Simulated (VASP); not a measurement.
# AlNi in VASP: a series of runs, part 2 of 2

VASP 6.6.1.

## 4. Electric field gradients, PBE, collinear spin, ferromagnetic start (zz strain of +1 %)

File INCAR:

```
  PREC = Accurate
  ENCUT = 520
  EDIFF = 1E-8
  ISMEAR = -1
  SIGMA = 0.05
  LREAL = F
  LASPH = T
  NELM = 150
  ALGO = Normal
  ISIF = 2
  LWAVE = F
  LCHARG = F
  ISPIN = 2
  MAGMOM = 0 1.5
  LORBIT = 11
  LMAXMIX = 4
  GGA = PE
  LEFG = T
  NBANDS = 18
```

File KPOINTS:

```
Automatic mesh
0
Gamma
  13 13 13
```

File POSCAR:

```
AlNi
1.0
    2.8810000000      0.0000000000      0.0000000000
    0.0000000000      2.8810000000      0.0000000000
    0.0000000000      0.0000000000      2.9098100000
Al Ni
1 1
Direct
    0.0000000000      0.0000000000      0.0000000000
    0.5000000000      0.5000000000      0.5000000000
```

Potentials or basis: VASP PAW PBE potentials, release 64 (Al, Ni).

Started as:

```
$ cat potpaw_PBE.64/Al/POTCAR potpaw_PBE.64/Ni/POTCAR > POTCAR
$ mpirun -np 1 vasp_std > vasp.out
```

OUTCAR:

```text
PREC = Accurate
   ENCUT = 520
   EDIFF = 1E-8
   ISMEAR = -1
   LREAL = F
   LASPH = T
   NELM = 150
   ISIF = 2
   ISPIN = 2
   LORBIT = 11
   GGA = PE

 ion  position               nearest neighbor table
   1  0.000  0.000  0.000-   2 2.50   2 2.50   2 2.50   2 2.50   2 2.50   2 2.50   2 2.50   2 2.50

   2  0.500  0.500  0.500-   1 2.50   1 2.50   1 2.50   1 2.50   1 2.50   1 2.50   1 2.50   1 2.50

  LATTYP: Found a simple tetragonal cell.
 ALAT       =     2.8810000000
 C/A-ratio  =     1.0100000000
[... 1257 lines left out ...]
   2      -1.055    -1.055     2.110    -0.000    -0.000    -0.000
---------------------------------------------------------------------

 Electric field gradients after diagonalization (V/A^2)
 (convention: |V_zz| > |V_xx| > |V_yy|)
----------------------------------------------------------------------
 ion       V_xx      V_yy      V_zz     asymmetry (V_yy - V_xx)/ V_zz
----------------------------------------------------------------------
   1      -0.211    -0.211     0.422       0.000
   2      -1.055    -1.055     2.110       0.000
----------------------------------------------------------------------

           NMR quadrupolar parameters

 Cq : quadrupolar parameter    Cq=e*Q*V_zz/h
 eta: asymmetry parameters     (V_yy - V_xx)/ V_zz
 Q  : nuclear electric quadrupole moment in mb (millibarn)
----------------------------------------------------------------------
 ion       Cq(MHz)       eta       Q (mb)
----------------------------------------------------------------------
   1       0.001       0.000       1.000
   2       0.005       0.000       1.000
----------------------------------------------------------------------

 total charge

# of ion       s       p       d       tot
------------------------------------------
    1        0.383   0.409   0.000   0.792
    2        0.471   0.508   8.470   9.448
--------------------------------------------------
tot          0.854   0.917   8.470  10.240

 magnetization (x)

# of ion       s       p       d       tot
------------------------------------------
    1        0.000   0.000   0.000   0.000
    2       -0.000   0.000  -0.000  -0.000
--------------------------------------------------
tot          0.000   0.000  -0.000  -0.000
```

OSZICAR:

```text
N       E                     dE             d eps       ncg     rms          rms(c)
DAV:   1     0.455521244396E+02    0.45552E+02   -0.50234E+03 14514   0.754E+02
DAV:   2    -0.919661036679E+01   -0.54749E+02   -0.48040E+02 15454   0.162E+02
DAV:   3    -0.118010740353E+02   -0.26045E+01   -0.25562E+01 16676   0.365E+01
DAV:   4    -0.118345202012E+02   -0.33446E-01   -0.33418E-01 16544   0.367E+00
DAV:   5    -0.118352728719E+02   -0.75267E-03   -0.75262E-03 16320   0.598E-01    0.131E+01
DAV:   6    -0.143071669855E+02   -0.24719E+01   -0.43808E+01 16358   0.779E+01    0.175E+01
DAV:   7    -0.105680727541E+02    0.37391E+01   -0.13290E+01 16088   0.457E+01    0.189E+00
DAV:   8    -0.105571355770E+02    0.10937E-01   -0.38507E-01 18548   0.587E+00    0.108E+00
DAV:   9    -0.105443017050E+02    0.12834E-01   -0.39648E-02 16972   0.179E+00    0.634E-01
DAV:  10    -0.105447198900E+02   -0.41819E-03   -0.16360E-03 19228   0.377E-01    0.202E-01
DAV:  11    -0.105445913772E+02    0.12851E-03   -0.16389E-03 18546   0.342E-01    0.992E-02
DAV:  12    -0.105446775902E+02   -0.86213E-04   -0.23956E-04 17606   0.144E-01    0.388E-02
DAV:  13    -0.105446727347E+02    0.48556E-05   -0.16519E-05 18778   0.435E-02    0.117E-02
DAV:  14    -0.105446730658E+02   -0.33111E-06   -0.20014E-06 18944   0.139E-02    0.629E-03
DAV:  15    -0.105446729364E+02    0.12938E-06   -0.11560E-07 19912   0.306E-03    0.185E-03
DAV:  16    -0.105446728921E+02    0.44290E-07   -0.78502E-09  8652   0.767E-04    0.659E-04
DAV:  17    -0.105446728856E+02    0.65056E-08   -0.10670E-09  7758   0.289E-04
   1 F= -.10544673E+02 E0= -.10542096E+02  d E =-.515301E-02  mag=    -0.0000
```

stdout:

```text
POSCAR found type information on POSCAR AlNi
 POSCAR found :  2 types and       2 ions
 scaLAPACK will be used
 LDA part: xc-table for (Slater+PW92), standard interpolation
 POSCAR, INCAR and KPOINTS ok, starting setup
 FFT: planning ... GRIDC
 FFT: planning ... GRID_SOFT
 FFT: planning ... GRID
 WAVECAR not read
 entering main loop
ion   1

ion   2
```

Run time: 74 s. Hardware: 1 thread of Intel Xeon Platinum 8488C (Sapphire Rapids), shared host; peak memory 0.25 GiB.

What came out:

```yaml
Free_energy: -10.5447 eV
Pressure: 0.3 GPa
Net_moment: 0.00 μB per cell
Largest_electric_field_gradient_by_atom: Al +0.4; Ni +2.1 V/Å²
Valence_electrons_inside_the_program's_atomic_spheres: Al 0.79; Ni 9.45
```

Electric field gradients, principal values (V/Å²):
| atom | least | middle | greatest (by size) |
| --- | --- | --- | --- |
| 1 Al | -0.211 | -0.211 | 0.422 |
| 2 Ni | -1.055 | -1.055 | 2.110 |

Caveat: the cell differs from its parent crystal (zz strain of +1 %); without QUAD_EFG the Cq values of the log hold for a quadrupole moment of 1 mb, not for the nuclei.

## 5. Electric field gradients, PBE, collinear spin, ferromagnetic start (equal xy, yz and zx shear strains of +3 %)

File INCAR:

```
SYSTEM = AlNi
PREC = Accurate
ENCUT = 520
EDIFF = 1E-8
ISMEAR = -1
SIGMA = 0.05
LREAL = .False.
LASPH = .True.
NELM = 150
ALGO = Normal
ISIF = 2
LWAVE = .False.
LCHARG = .False.
ISPIN = 2
MAGMOM = 0 1.5
LORBIT = 11
LMAXMIX = 4
GGA = PE
LEFG = .True.
NBANDS = 18
```

File KPOINTS:

```
regular mesh
0
Gamma
  13 13 13
  0 0 0
```

File POSCAR:

```
AlNi
1.0
    2.8810000000      0.0432150000      0.0432150000
    0.0432150000      2.8810000000      0.0432150000
    0.0432150000      0.0432150000      2.8810000000
Al Ni
1 1
Direct
    0.0000000000      0.0000000000      0.0000000000
    0.5000000000      0.5000000000      0.5000000000
```

Potentials or basis: VASP PAW PBE potentials, release 64 (Al, Ni).

Started as:

```
$ cat potpaw_PBE.64/Al/POTCAR potpaw_PBE.64/Ni/POTCAR > POTCAR
$ mpirun -np 1 vasp_std > vasp.out
```

OUTCAR:

```text
SYSTEM = AlNi
   PREC = Accurate
   ENCUT = 520
   EDIFF = 1E-8
   ISMEAR = -1
   LREAL = .False.
   LASPH = .True.
   NELM = 150
   ISIF = 2
   ISPIN = 2
   LORBIT = 11
   GGA = PE

 ion  position               nearest neighbor table
   1  0.000  0.000  0.000-   2 2.47   2 2.47   2 2.47   2 2.47   2 2.47   2 2.47   2 2.57   2 2.57

   2  0.500  0.500  0.500-   1 2.47   1 2.47   1 2.47   1 2.47   1 2.47   1 2.47   1 2.57   1 2.57

  LATTYP: Found a trigonal (rhomboedric) cell.
 ALAT       =     2.8816481521
 COS(alpha) =     0.0302114049

  Lattice vectors:

[... 1256 lines left out ...]

 Electric field gradients after diagonalization (V/A^2)
 (convention: |V_zz| > |V_xx| > |V_yy|)
----------------------------------------------------------------------
 ion       V_xx      V_yy      V_zz     asymmetry (V_yy - V_xx)/ V_zz
----------------------------------------------------------------------
   1      -3.803    -3.803     7.606       0.000
   2      -4.198    -4.198     8.396       0.000
----------------------------------------------------------------------

           NMR quadrupolar parameters

 Cq : quadrupolar parameter    Cq=e*Q*V_zz/h
 eta: asymmetry parameters     (V_yy - V_xx)/ V_zz
 Q  : nuclear electric quadrupole moment in mb (millibarn)
----------------------------------------------------------------------
 ion       Cq(MHz)       eta       Q (mb)
----------------------------------------------------------------------
   1       0.018       0.000       1.000
   2       0.020       0.000       1.000
----------------------------------------------------------------------

 total charge

# of ion       s       p       d       tot
------------------------------------------
    1        0.385   0.414   0.000   0.799
    2        0.476   0.517   8.476   9.469
--------------------------------------------------
tot          0.861   0.931   8.476  10.268

 magnetization (x)

# of ion       s       p       d       tot
------------------------------------------
    1        0.000   0.000   0.000   0.000
    2       -0.000   0.000  -0.000  -0.000
--------------------------------------------------
tot          0.000   0.000  -0.000  -0.000
```

stdout:

```text
POSCAR found type information on POSCAR AlNi
 POSCAR found :  2 types and       2 ions
 scaLAPACK will be used
 LDA part: xc-table for (Slater+PW92), standard interpolation
 POSCAR, INCAR and KPOINTS ok, starting setup
 FFT: planning ... GRIDC
 FFT: planning ... GRID_SOFT
 FFT: planning ... GRID
 WAVECAR not read
 entering main loop
ion   1

ion   2
```

Wall time 75 s (1 thread of Intel Xeon Platinum 8559C (Emerald Rapids), shared host); peak memory 0.26 GiB.

Results:

```yaml
Free_energy: -10.5194 eV
Pressure: 2.5 GPa
Net_moment: 0.00 μB per cell
Largest_electric_field_gradient_by_atom: Al +7.6; Ni +8.4 V/Å²
Valence_electrons_inside_the_program's_atomic_spheres: Al 0.80; Ni 9.47
```

Electric field gradients, principal values (V/Å²):
| atom | least | middle | greatest (by size) |
| --- | --- | --- | --- |
| 1 Al | -3.803 | -3.803 | 7.606 |
| 2 Ni | -4.198 | -4.198 | 8.396 |

Caveat: the cell differs from its parent crystal (equal xy, yz and zx shear strains of +3 %); without QUAD_EFG the Cq values of the log hold for a quadrupole moment of 1 mb, not for the nuclei.

## 6. Electric field gradients, PBE, collinear spin, ferromagnetic start (equal xy, yz and zx shear strains of +3 %)

File INCAR:

```
PREC     = Accurate       # precision mode
ENCUT    = 520            # plane-wave cutoff, eV
EDIFF    = 1E-8           # SCF threshold, eV
ISMEAR   = -1             # smearing method
SIGMA    = 0.05           # smearing width, eV
LREAL    = False          # projectors in reciprocal space
LASPH    = True           # aspherical terms in the spheres
NELM     = 150            # most SCF steps
ALGO     = Normal         # electronic algorithm
ISIF     = 2              # what is computed and relaxed
LWAVE    = False          # write WAVECAR
LCHARG   = False          # write CHGCAR
ISPIN    = 2              # spin polarisation
MAGMOM   = 0 1.5          # initial moments
LORBIT   = 11             # projections on sites
LMAXMIX  = 4              # l up to which the mixer works
GGA      = PE             # functional
LEFG     = True         
NBANDS   = 18             # bands
```

File KPOINTS:

```
Automatic mesh
0
Gamma
  13 13 13
```

POSCAR is that of step 5.

Potentials or basis: VASP PAW PBE potentials, release 64 (Al, Ni).

Started as:

```
$ cat potpaw_PBE.64/Al/POTCAR potpaw_PBE.64/Ni/POTCAR > POTCAR
$ mpirun -np 1 vasp_std > vasp.out
```

OUTCAR:

```text
PREC = Accurate
   ENCUT = 520
   EDIFF = 1E-8
   ISMEAR = -1
   LREAL = False
   LASPH = True
   NELM = 150
   ISIF = 2
   ISPIN = 2
   LORBIT = 11
   GGA = PE

 ion  position               nearest neighbor table
   1  0.000  0.000  0.000-   2 2.47   2 2.47   2 2.47   2 2.47   2 2.47   2 2.47   2 2.57   2 2.57

   2  0.500  0.500  0.500-   1 2.47   1 2.47   1 2.47   1 2.47   1 2.47   1 2.47   1 2.57   1 2.57

  LATTYP: Found a trigonal (rhomboedric) cell.
 ALAT       =     2.8816481521
 COS(alpha) =     0.0302114049

  Lattice vectors:

 A1 = (   2.8810000000,   0.0432150000,   0.0432150000)
 A2 = (   0.0432150000,   2.8810000000,   0.0432150000)
 A3 = (   0.0432150000,   0.0432150000,   2.8810000000)

Analysis of symmetry for initial positions (statically):
=====================================================================
 Subroutine PRICEL returns:
 Original cell was already a primitive cell.

 Routine SETGRP: Setting up the symmetry group for a
 trigonal (rhombohedral) supercell.

 Subroutine GETGRP returns: Found 12 space group operations
 (whereof 12 operations were pure point group operations)
 out of a pool of 12 trial point group operations.

The static configuration has the point symmetry D_3d.

Analysis of symmetry for dynamics (positions and initial velocities):
[... 1199 lines left out ...]

  FORCE on cell =-STRESS in cart. coord.  units (eV):
  Direction    XX          YY          ZZ          XY          YZ          ZX
  --------------------------------------------------------------------------------------
  -------------------------------------------------------------------------------------
  Total        0.3681998      0.3681998      0.3681998     -0.5163736     -0.5163736     -0.5163736
  in kB       24.6862242     24.6862242     24.6862242    -34.6206476    -34.6206476    -34.6206476
  external PRESSURE =      24.6862242 kB  Pullay stress =       0.0000000 kB

 VOLUME and BASIS-vectors are now :
 -----------------------------------------------------------------------------
  energy-cutoff  :      520.00
  volume of cell :       23.90
      direct lattice vectors                 reciprocal lattice vectors
     2.881000000  0.043215000  0.043215000     0.347255657 -0.005131857 -0.005131857
     0.043215000  2.881000000  0.043215000    -0.005131857  0.347255657 -0.005131857
     0.043215000  0.043215000  2.881000000    -0.005131857 -0.005131857  0.347255657

 POSITION                                       TOTAL-FORCE (eV/Angst)
 -----------------------------------------------------------------------------------
      0.00000      0.00000      0.00000        -0.000000     -0.000000     -0.000000
      1.48371      1.48371      1.48371         0.000000      0.000000      0.000000
 -----------------------------------------------------------------------------------
    total drift:                                0.000000      0.000000     -0.000000

  FREE ENERGIE OF THE ION-ELECTRON SYSTEM (eV)
  ---------------------------------------------------
  free  energy   TOTEN  =       -10.5193937363 eV

  energy  without entropy=      -10.5139127438  energy(sigma->0) =      -10.51665324

 Electric field gradients (V/A^2)
---------------------------------------------------------------------
 ion       V_xx      V_yy      V_zz      V_xy      V_xz      V_yz
---------------------------------------------------------------------
   1      -0.000     0.000     0.000     3.803     3.803     3.803
   2      -0.000    -0.000     0.000     4.198     4.198     4.198
---------------------------------------------------------------------

 Electric field gradients after diagonalization (V/A^2)
 (convention: |V_zz| > |V_xx| > |V_yy|)
----------------------------------------------------------------------
 ion       V_xx      V_yy      V_zz     asymmetry (V_yy - V_xx)/ V_zz
----------------------------------------------------------------------
   1      -3.803    -3.803     7.606       0.000
   2      -4.198    -4.198     8.396       0.000
----------------------------------------------------------------------

           NMR quadrupolar parameters

 Cq : quadrupolar parameter    Cq=e*Q*V_zz/h
 eta: asymmetry parameters     (V_yy - V_xx)/ V_zz
 Q  : nuclear electric quadrupole moment in mb (millibarn)
----------------------------------------------------------------------
 ion       Cq(MHz)       eta       Q (mb)
----------------------------------------------------------------------
   1       0.018       0.000       1.000
   2       0.020       0.000       1.000
----------------------------------------------------------------------

 total charge

# of ion       s       p       d       tot
------------------------------------------
    1        0.385   0.414   0.000   0.799
    2        0.476   0.517   8.476   9.469
--------------------------------------------------
tot          0.861   0.931   8.476  10.268

 magnetization (x)

# of ion       s       p       d       tot
------------------------------------------
    1        0.000   0.000   0.000   0.000
    2       -0.000   0.000  -0.000  -0.000
--------------------------------------------------
tot          0.000   0.000  -0.000  -0.000
```

stdout:

```text
POSCAR found type information on POSCAR AlNi
 POSCAR found :  2 types and       2 ions
 scaLAPACK will be used
 LDA part: xc-table for (Slater+PW92), standard interpolation
 POSCAR, INCAR and KPOINTS ok, starting setup
 FFT: planning ... GRIDC
 FFT: planning ... GRID_SOFT
 FFT: planning ... GRID
 WAVECAR not read
 entering main loop
ion   1

ion   2
```

It took 82 s on 1 thread of Intel Xeon Platinum 8559C (Emerald Rapids), shared host; peak memory 0.26 GiB.

Results:

| Property | Result |
| --- | --- |
| Free energy | -10.5194 eV |
| Pressure | 2.5 GPa |
| Net moment | 0.00 μB per cell |
| Largest electric field gradient by atom | Al +7.6; Ni +8.4 V/Å² |
| Valence electrons inside the program's atomic spheres | Al 0.80; Ni 9.47 |

Levels at points of the mesh, in eV from the Fermi level:
Spin up:
```csv
k point,band 4,band 5,band 6,band 7,band 8,band 9
"(0.00, 0.00, 0.00)",-1.58,-1.58,-1.47,5.43,5.43,5.73
```
Spin down:
```tsv
k point	band 3	band 4	band 5	band 6	band 7	band 8	band 9	band 10
(0.00, 0.00, 0.00)	-3.22	-1.58	-1.58	-1.47	5.43	5.43	5.73	8.15
```

Electric field gradients, principal values (V/Å²):
```csv
atom,least,middle,greatest (by size)
1 Al,-3.803,-3.803,7.606
2 Ni,-4.198,-4.198,8.396
```

Caveat: the cell differs from its parent crystal (equal xy, yz and zx shear strains of +3 %); without QUAD_EFG the Cq values of the log hold for a quadrupole moment of 1 mb, not for the nuclei.
